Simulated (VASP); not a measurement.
**NaSr7Ti8O23 (a cell with a defect): relaxation of the atoms with PBEsol**

NaSr7Ti8O23 (a cell with a defect):

```
Sr Na Ti O
1.0
     7.78282    0.00000    0.00000
     0.00000    7.78282    0.00000
     0.00000    0.00000    7.78282
Sr Na Ti O
7 1 8 23
Direct
  0.99743 0.99665 0.00464
  0.99810 0.00272 0.49962
  0.99533 0.50304 0.99964
  0.00296 0.49471 0.50292
  0.49538 0.00069 0.00061
  0.50017 0.00255 0.50140
  0.50127 0.50143 0.00464
  0.50149 0.49693 0.49975
  0.24979 0.24880 0.24412
  0.25442 0.24949 0.75163
  0.25270 0.75058 0.24847
  0.25095 0.75047 0.74870
  0.74943 0.24800 0.24571
  0.75101 0.25099 0.75120
  0.75027 0.75144 0.25008
  0.75130 0.75339 0.74748
  0.24920 0.24713 0.49948
  0.25022 0.75124 0.00219
  0.24935 0.74753 0.50095
  0.75161 0.25044 0.99466
  0.74654 0.25002 0.50339
  0.75097 0.75184 0.99922
  0.75426 0.75008 0.49688
  0.00191 0.24940 0.25672
  0.99569 0.25077 0.75130
  0.00315 0.74579 0.24816
  0.00198 0.74759 0.74985
  0.49938 0.25127 0.25049
  0.49879 0.24533 0.74724
  0.49731 0.75297 0.25128
  0.50016 0.75489 0.75282
  0.25228 0.00555 0.25040
  0.25021 0.99677 0.75059
  0.25277 0.49851 0.25096
  0.24362 0.49832 0.74889
  0.74777 0.00030 0.24545
  0.74967 0.99500 0.74925
  0.75304 0.50284 0.24993
  0.75201 0.49785 0.74998
```

```yaml
Program: VASP 6.6.1
Task: relaxation of the atoms
Functional: PBEsol
Potentials_or_basis: VASP PAW PBE potentials, release 64 (Sr_sv, Na_pv, Ti_sv, O)
Cutoff: 520 eV
k_mesh: 1 × 1 × 1, shifted
Occupations: fermi-dirac, width 0.05 eV
Spin: no spin polarisation
Dipole_correction: no
Charge: 1
Further_INCAR_settings: LREAL = Auto; ALGO = Normal; EDIFF = 1e-07; ISYM = -1; IBRION = 2; EDIFFG = -0.03; NSW = 100; NELECT = 310.0
```

```
Energy gained by relaxing    : 74.0 meV/atom
Ionic steps                  : 45
Largest force after relaxing : 0.024 eV/Å
```

Forces in eV/Å, atoms in the order of the input:
```
Sr  -0.003  0.001  0.010
Sr   0.003  0.004 -0.003
Sr  -0.004 -0.004  0.008
Sr  -0.005 -0.007  0.000
Sr  -0.002 -0.004  0.007
Sr  -0.007 -0.004  0.001
Sr   0.001  0.002 -0.001
Na  -0.010 -0.012 -0.012
Ti  -0.019 -0.016 -0.002
Ti   0.006 -0.002 -0.009
Ti   0.012  0.005 -0.005
Ti   0.007  0.007  0.003
Ti   0.011  0.002 -0.005
Ti   0.000  0.003  0.001
Ti  -0.010  0.000 -0.007
Ti  -0.006 -0.002 -0.001
O    0.016  0.014  0.012
O    0.000  0.006 -0.009
O   -0.005  0.000  0.005
O    0.005  0.004 -0.003
O   -0.001 -0.006  0.005
O    0.002 -0.002 -0.005
O    0.006  0.008 -0.006
O   -0.001  0.010  0.004
O    0.004  0.001 -0.007
O    0.000  0.005  0.003
O   -0.005  0.002 -0.001
O    0.007  0.008 -0.002
O   -0.012 -0.001  0.009
O    0.007  0.003  0.000
O   -0.016 -0.001  0.002
O    0.009 -0.006  0.007
O   -0.003  0.006 -0.008
O    0.006  0.012 -0.004
O   -0.001 -0.021  0.008
O    0.003  0.007  0.006
O    0.001 -0.004 -0.003
O    0.003 -0.001 -0.002
O    0.000 -0.016  0.004
```

Step by step:
| step | energy change (eV) | largest force (eV/Å) | pressure (GPa) |
| --- | --- | --- | --- |
| 1 | 0.0000 | 5.5650 | -3.86 |
| 3 | -2.2754 | 0.8783 | -2.62 |
| 5 | -2.5335 | 1.8709 | -2.66 |
| 7 | -2.7195 | 0.7577 | -2.97 |
| 9 | -2.7931 | 0.4034 | -3.17 |
| 11 | -2.8346 | 0.6149 | -3.21 |
| 13 | -2.8551 | 0.2379 | -3.29 |
| 15 | -2.8607 | 0.2202 | -3.35 |
| 17 | -2.8655 | 0.1041 | -3.35 |
| 19 | -2.8697 | 0.1178 | -3.27 |
| 21 | -2.8743 | 0.1434 | -3.21 |
| 23 | -2.8763 | 0.1070 | -3.21 |
| 25 | -2.8776 | 0.0630 | -3.20 |
| 27 | -2.8787 | 0.0488 | -3.17 |
| 29 | -2.8798 | 0.1135 | -3.12 |
| 31 | -2.8810 | 0.0587 | -3.09 |
| 33 | -2.8821 | 0.1156 | -3.06 |
| 35 | -2.8830 | 0.0727 | -3.02 |
| 37 | -2.8832 | 0.0706 | -3.00 |
| 39 | -2.8841 | 0.0653 | -2.99 |
| 41 | -2.8845 | 0.0434 | -2.98 |
| 43 | -2.8847 | 0.0370 | -2.98 |
| 45 | -2.8851 | 0.0245 | -2.97 |

Final structure:
```
CELL_PARAMETERS angstrom
7.78282 0.00000 0.00000
0.00000 7.78282 0.00000
0.00000 0.00000 7.78282
ATOMIC_POSITIONS crystal
Sr 0.99030 0.99007 0.99642
Sr 0.99008 0.98998 0.49773
Sr 0.98874 0.50627 0.99870
Sr 0.98537 0.50380 0.49785
Sr 0.50637 0.98853 0.99873
Sr 0.50416 0.98514 0.49788
Sr 0.50722 0.50712 0.00058
Na 0.51464 0.51460 0.49701
Ti 0.25065 0.25032 0.26729
Ti 0.24936 0.24901 0.73319
Ti 0.24711 0.74596 0.24261
Ti 0.24821 0.74145 0.74789
Ti 0.74594 0.24691 0.24256
Ti 0.74163 0.24804 0.74788
Ti 0.74458 0.74434 0.25033
Ti 0.74477 0.74455 0.74610
O 0.25236 0.25046 0.50048
O 0.25187 0.75487 0.00163
O 0.24976 0.75325 0.50225
O 0.75607 0.25095 0.00152
O 0.75252 0.25009 0.50218
O 0.75149 0.75173 0.00211
O 0.75416 0.75324 0.50159
O 0.00741 0.24963 0.23652
O 0.01050 0.25370 0.76848
O 0.00166 0.75000 0.25381
O 0.00292 0.75180 0.75083
O 0.49283 0.24767 0.22195
O 0.49610 0.25115 0.77744
O 0.50019 0.75244 0.25162
O 0.50165 0.75500 0.75240
O 0.25022 0.00718 0.23540
O 0.25361 0.01034 0.76975
O 0.24765 0.49247 0.22300
O 0.25157 0.49592 0.77662
O 0.74988 0.00134 0.25429
O 0.75230 0.00265 0.75018
O 0.75310 0.49997 0.25095
O 0.75492 0.50141 0.75294
```

Levels at points of the mesh, in eV from the Fermi level:
```csv
k point,band 153,band 154,band 155,band 156,band 157,band 158
"(0.25, 0.25, 0.25)",-1.45,-1.36,-1.30,1.31,1.37,1.39
```

Wall time 69 min on 1 thread of AMD EPYC 9R45 96-Core Processor (Zen 5), with other jobs on the host, peak memory 0.57 GiB.

Caveat: the cell carries a net charge on a neutralising background, which shifts energy and pressure; the cell is charged against a uniform background, so pressure and absolute levels hang on convention; the PAW data sets were made with another functional, which shifts forces and pressure a little.
